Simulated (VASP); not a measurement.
# Co (P6_3/mmc) in VASP: notebook

Runs on Co. Level: LDA. Tasks: electric field gradients.

Everything below comes from runs of VASP 6.6.1. Logs are shortened: lines on timing, memory, paths and dates and some standing lists are left out, and cuts for length are marked.

### 1 The cell of the first run

Symmetry: P6_3/mmc, No. 194, hexagonal system. Conventional cell: a = 2.472 Å, b = 2.472 Å, c = 4.021 Å, α = 90.00°, β = 90.00°, γ = 120.00°. Within 3.3 Å of Co (site symmetry -6m2) lie 12 Co at 2.47 Å.

### 2 Electric field gradients, LDA, collinear spin, ferromagnetic start

Contents of INCAR:

```
SYSTEM = Co
ALGO     = Normal         ! electronic algorithm
EDIFF    = 1E-8           ! SCF threshold, eV
ENCUT    = 520            ! plane-wave cutoff, eV
ISIF     = 2              ! what is computed and relaxed
ISMEAR   = -1             ! smearing method
ISPIN    = 2              ! spin polarisation
LASPH    = .True.         ! aspherical terms in the spheres
LCHARG   = .False.        ! write CHGCAR
LEFG     = .True.       
LMAXMIX  = 4              ! l up to which the mixer works
LORBIT   = 11             ! projections on sites
LREAL    = .False.        ! projectors in reciprocal space
LWAVE    = .False.        ! write WAVECAR
MAGMOM   = 2 2            ! initial moments
NBANDS   = 20             ! bands
NELM     = 150            ! most SCF steps
PREC     = Accurate       ! precision mode
SIGMA    = 0.03           ! smearing width, eV
```

Contents of KPOINTS:

```
k-points
0
Gamma
  17 17 9
  0 0 0
```

Contents of POSCAR:

```
Co
1.0
    2.4719999032      0.0000000000      0.0000000000
   -1.2359999516      2.1408147143      0.0000000000
    0.0000000000      0.0000000000      4.0211440800
Co
2
Direct
    0.3333333333      0.6666666667      0.2500000000
    0.6666666667      0.3333333333      0.7500000000
```

Potentials or basis: VASP PAW LDA potentials, release 64 (Co).

Run with:

```
$ cat potpaw_LDA.64/Co/POTCAR > POTCAR
$ mpirun -np 1 vasp_std > vasp.out
```

OUTCAR:

```text
SYSTEM = Co
   EDIFF = 1E-8
   ENCUT = 520
   ISIF = 2
   ISMEAR = -1
   ISPIN = 2
   LASPH = .True.
   LORBIT = 11
   LREAL = .False.
   NELM = 150
   PREC = Accurate

 ion  position               nearest neighbor table
   1  0.333  0.667  0.250-   2 2.47   2 2.47   2 2.47   2 2.47   2 2.47   2 2.47
   2  0.667  0.333  0.750-   1 2.47   1 2.47   1 2.47   1 2.47   1 2.47   1 2.47

  LATTYP: Found a hexagonal cell.
 ALAT       =     2.4719999032
 C/A-ratio  =     1.6266764715

  Lattice vectors:

 A1 = (   2.4719999032,   0.0000000000,   0.0000000000)
 A2 = (  -1.2359999516,   2.1408147143,   0.0000000000)
 A3 = (   0.0000000000,   0.0000000000,   4.0211440800)

Analysis of symmetry for initial positions (statically):
=====================================================================
 Subroutine PRICEL returns:
 Original cell was already a primitive cell.

 Routine SETGRP: Setting up the symmetry group for a
 hexagonal supercell.

 Subroutine GETGRP returns: Found 24 space group operations
 (whereof 12 operations were pure point group operations)
 out of a pool of 24 trial point group operations.

The static configuration has the point symmetry D_3d.
 The point group associated with its full space group is D_6h.

Analysis of symmetry for dynamics (positions and initial velocities):
=====================================================================
 Subroutine PRICEL returns:
 Original cell was already a primitive cell.

 Routine SETGRP: Setting up the symmetry group for a
 hexagonal supercell.

 Subroutine GETGRP returns: Found 24 space group operations
 (whereof 12 operations were pure point group operations)
 out of a pool of 24 trial point group operations.

The dynamic configuration has the point symmetry D_3d.
 The point group associated with its full space group is D_6h.

Analysis of structural, dynamic, and magnetic symmetry:
=====================================================================
 Subroutine PRICEL returns:
 Original cell was already a primitive cell.

 Routine SETGRP: Setting up the symmetry group for a
 hexagonal supercell.

 Subroutine GETGRP returns: Found 24 space group operations
 (whereof 12 operations were pure point group operations)
 out of a pool of 24 trial point group operations.

The overall configuration has the point symmetry D_3d.
 The point group associated with its full space group is D_6h.

[... 160 lines left out ...]
      5       7.7214      1.00000
      6       8.0424      1.00000
[... 541 lines left out ...]
     19      32.7639      0.00000
     20      38.4035      0.00000

 [... further k-points ...]

 spin component 2

 k-point     1 :       0.0000    0.0000    0.0000
  band No.  band energies     occupation
      1       1.3458      1.00000
      2       5.9190      1.00000
      3       9.0736      1.00000
      4       9.1319      1.00000
      5       9.1319      1.00000
      6       9.4962      1.00000
[... 541 lines left out ...]
     19      33.1637      0.00000
     20      38.7646      0.00000

 [... further k-points ...]
[... 5 lines left out ...]
  --------------------------------------------------------------------------------------
  -------------------------------------------------------------------------------------
  Total       -1.9079786     -1.9079786     -2.2280308     -0.0000000     -0.0000000      0.0000000
  in kB     -143.6504271   -143.6504271   -167.7469425     -0.0000000     -0.0000000      0.0000000
  external PRESSURE =    -151.6825989 kB  Pullay stress =       0.0000000 kB

 VOLUME and BASIS-vectors are now :
 -----------------------------------------------------------------------------
  energy-cutoff  :      520.00
  volume of cell :       21.28
      direct lattice vectors                 reciprocal lattice vectors
     2.471999903  0.000000000  0.000000000     0.404530760  0.233555943  0.000000000
    -1.235999952  2.140814714  0.000000000     0.000000000  0.467111887  0.000000000
     0.000000000  0.000000000  4.021144080     0.000000000  0.000000000  0.248685444

 POSITION                                       TOTAL-FORCE (eV/Angst)
 -----------------------------------------------------------------------------------
     -0.00000      1.42721      1.00529         0.000000     -0.000000      0.000000
      1.23600      0.71360      3.01586        -0.000000      0.000000      0.000000
 -----------------------------------------------------------------------------------
    total drift:                                0.000000     -0.000000     -0.000000

  FREE ENERGIE OF THE ION-ELECTRON SYSTEM (eV)
  ---------------------------------------------------
  free  energy   TOTEN  =       -16.1839398677 eV

  energy  without entropy=      -16.1783758563  energy(sigma->0) =      -16.18115786

 Electric field gradients (V/A^2)
---------------------------------------------------------------------
 ion       V_xx      V_yy      V_zz      V_xy      V_xz      V_yz
---------------------------------------------------------------------
   1       1.421     1.422    -2.843     0.001     0.000     0.000
   2       1.421     1.422    -2.843     0.001    -0.000     0.000
---------------------------------------------------------------------

 Electric field gradients after diagonalization (V/A^2)
 (convention: |V_zz| > |V_xx| > |V_yy|)
----------------------------------------------------------------------
 ion       V_xx      V_yy      V_zz     asymmetry (V_yy - V_xx)/ V_zz
----------------------------------------------------------------------
   1       1.423     1.420    -2.843       0.001
   2       1.423     1.420    -2.843       0.001
----------------------------------------------------------------------

           NMR quadrupolar parameters

 Cq : quadrupolar parameter    Cq=e*Q*V_zz/h
 eta: asymmetry parameters     (V_yy - V_xx)/ V_zz
 Q  : nuclear electric quadrupole moment in mb (millibarn)
----------------------------------------------------------------------
 ion       Cq(MHz)       eta       Q (mb)
----------------------------------------------------------------------
   1      -0.007       0.001       1.000
   2      -0.007       0.001       1.000
----------------------------------------------------------------------

 total charge

# of ion       s       p       d       tot
------------------------------------------
    1        0.496   0.533   7.291   8.320
    2        0.496   0.533   7.291   8.320
--------------------------------------------------
tot          0.993   1.065  14.583  16.641

 magnetization (x)

# of ion       s       p       d       tot
------------------------------------------
    1       -0.013  -0.038   1.593   1.543
    2       -0.013  -0.038   1.593   1.543
--------------------------------------------------
tot         -0.026  -0.076   3.187   3.085
```

OSZICAR:

```text
N       E                     dE             d eps       ncg     rms          rms(c)
DAV:   1     0.838200721593E+02    0.83820E+02   -0.82103E+03 14072   0.125E+03
DAV:   2    -0.138469457738E+02   -0.97667E+02   -0.87909E+02 13360   0.219E+02
DAV:   3    -0.184634574210E+02   -0.46165E+01   -0.44091E+01 14972   0.575E+01
DAV:   4    -0.185351825409E+02   -0.71725E-01   -0.71666E-01 16120   0.632E+00
DAV:   5    -0.185373733824E+02   -0.21908E-02   -0.21907E-02 15504   0.106E+00    0.156E+01
DAV:   6    -0.166914754727E+02    0.18459E+01   -0.79531E+00 15060   0.592E+01    0.748E+00
DAV:   7    -0.162264479667E+02    0.46503E+00   -0.13297E+00 15220   0.220E+01    0.381E+00
DAV:   8    -0.162007708060E+02    0.25677E-01   -0.12921E-02 19732   0.108E+00    0.170E+00
DAV:   9    -0.161853351286E+02    0.15436E-01   -0.20511E-03 22884   0.823E-01    0.453E-01
DAV:  10    -0.161841106697E+02    0.12245E-02   -0.31054E-04 17376   0.189E-01    0.139E-01
DAV:  11    -0.161839554365E+02    0.15523E-03   -0.35761E-05 19436   0.789E-02    0.334E-02
DAV:  12    -0.161839444789E+02    0.10958E-04   -0.34316E-06 18924   0.157E-02    0.203E-02
DAV:  13    -0.161839399273E+02    0.45516E-05   -0.18552E-06 21016   0.168E-02    0.734E-03
DAV:  14    -0.161839398763E+02    0.51037E-07   -0.15090E-07 16292   0.424E-03    0.746E-04
DAV:  15    -0.161839398677E+02    0.85824E-08   -0.52031E-09  8724   0.950E-04
   1 F= -.16183940E+02 E0= -.16181158E+02  d E =-.556401E-02  mag=     3.0832
```

It took 60 s on 1 thread of Intel Xeon 6975P-C (Granite Rapids), shared host; peak memory 0.19 GiB.

Results:

```
Free energy                                           : -16.1839 eV
Pressure                                              : -15.2 GPa
Net moment                                            : 3.08 μB per cell
Site moments                                          : Co +1.54 μB
Valence electrons inside the program's atomic spheres : Co 8.32
```

Levels at points of the mesh, in eV from the Fermi level:
Spin up:
```csv
k point,band 9,band 10,band 11,band 12,band 13,band 14
"(0.00, 0.00, 0.00)",-1.73,-0.60,-0.60,-0.13,6.54,22.24
```
Spin down:
| k point | band 3 | band 4 | band 5 | band 6 | band 7 | band 8 | band 9 | band 10 | band 11 | band 12 |
| --- | --- | --- | --- | --- | --- | --- | --- | --- | --- | --- |
| (0.00, 0.00, 0.00) | -1.09 | -1.04 | -1.04 | -0.67 | -0.67 | -0.21 | -0.21 | 0.03 | 1.02 | 1.02 |

Electric field gradients, principal values (V/Å²):
| atom | least | middle | greatest (by size) |
| --- | --- | --- | --- |
| 1 Co | 1.420 | 1.423 | -2.843 |
| 2 Co | 1.420 | 1.423 | -2.843 |

Caveat: without QUAD_EFG the Cq values of the log hold for a quadrupole moment of 1 mb, not for the nuclei.

### 3 Electric field gradients, LDA, collinear spin, ferromagnetic start

Contents of INCAR:

```
PREC = Accurate ; ENCUT = 520
EDIFF = 1E-8 ; ISMEAR = -1
SIGMA = 0.03 ; LREAL = F
LASPH = T ; NELM = 150
ALGO = Normal ; ISIF = 2
LWAVE = F ; LCHARG = F
ISPIN = 2 ; MAGMOM = 2 2
LORBIT = 11 ; LMAXMIX = 4
LEFG = T ; NBANDS = 20
```

Contents of KPOINTS:

```
regular mesh
0
Gamma
  17 17 9
```

POSCAR is that of step 2.

Potentials or basis: VASP PAW LDA potentials, release 64 (Co).

Run with:

```
$ cat potpaw_LDA.64/Co/POTCAR > POTCAR
$ mpirun -np 1 vasp_std > vasp.out
```

OUTCAR:

```text
PREC = Accurate
   ENCUT = 520
   EDIFF = 1E-8
   ISMEAR = -1
   LREAL = F
   LASPH = T
   NELM = 150
   ISIF = 2
   ISPIN = 2
   LORBIT = 11

 ion  position               nearest neighbor table
   1  0.333  0.667  0.250-   2 2.47   2 2.47   2 2.47   2 2.47   2 2.47   2 2.47
   2  0.667  0.333  0.750-   1 2.47   1 2.47   1 2.47   1 2.47   1 2.47   1 2.47

  LATTYP: Found a hexagonal cell.
 ALAT       =     2.4719999032
 C/A-ratio  =     1.6266764715

  Lattice vectors:

 A1 = (   2.4719999032,   0.0000000000,   0.0000000000)
[... 1351 lines left out ...]

 Electric field gradients after diagonalization (V/A^2)
 (convention: |V_zz| > |V_xx| > |V_yy|)
----------------------------------------------------------------------
 ion       V_xx      V_yy      V_zz     asymmetry (V_yy - V_xx)/ V_zz
----------------------------------------------------------------------
   1       1.423     1.420    -2.843       0.001
   2       1.423     1.420    -2.843       0.001
----------------------------------------------------------------------

           NMR quadrupolar parameters

 Cq : quadrupolar parameter    Cq=e*Q*V_zz/h
 eta: asymmetry parameters     (V_yy - V_xx)/ V_zz
 Q  : nuclear electric quadrupole moment in mb (millibarn)
----------------------------------------------------------------------
 ion       Cq(MHz)       eta       Q (mb)
----------------------------------------------------------------------
   1      -0.007       0.001       1.000
   2      -0.007       0.001       1.000
----------------------------------------------------------------------

 total charge

# of ion       s       p       d       tot
------------------------------------------
    1        0.496   0.533   7.291   8.320
    2        0.496   0.533   7.291   8.320
--------------------------------------------------
tot          0.993   1.065  14.583  16.641

 magnetization (x)

# of ion       s       p       d       tot
------------------------------------------
    1       -0.013  -0.038   1.593   1.543
    2       -0.013  -0.038   1.593   1.543
--------------------------------------------------
tot         -0.026  -0.076   3.187   3.085
```

stdout:

```text
POSCAR found type information on POSCAR Co
 POSCAR found :  1 types and       2 ions
 scaLAPACK will be used
 LDA part: xc-table for (Slater(with rela. corr.)+CA(PZ))
 , standard interpolation
 POSCAR, INCAR and KPOINTS ok, starting setup
 FFT: planning ... GRIDC
 FFT: planning ... GRID_SOFT
 FFT: planning ... GRID
 WAVECAR not read
 entering main loop
ion   1

ion   2
```

It took 73 s on 1 thread of Intel Xeon 6975P-C (Granite Rapids), shared host; peak memory 0.19 GiB.

What came out:

```yaml
Free_energy: -16.1839 eV
Pressure: -15.2 GPa
Net_moment: 3.08 μB per cell
Site_moments: Co +1.54 μB
Valence_electrons_inside_the_program's_atomic_spheres: Co 8.32
```

Stress tensor (GPa, compression positive):
```
-14.37   0.00   0.00
  0.00 -14.37   0.00
  0.00   0.00 -16.77
```

Electric field gradients, principal values (V/Å²):
```
atom  least  middle  greatest (by size)
1 Co  1.420   1.423              -2.843
2 Co  1.420   1.423              -2.843
```

Caveat: without QUAD_EFG the Cq values of the log hold for a quadrupole moment of 1 mb, not for the nuclei.
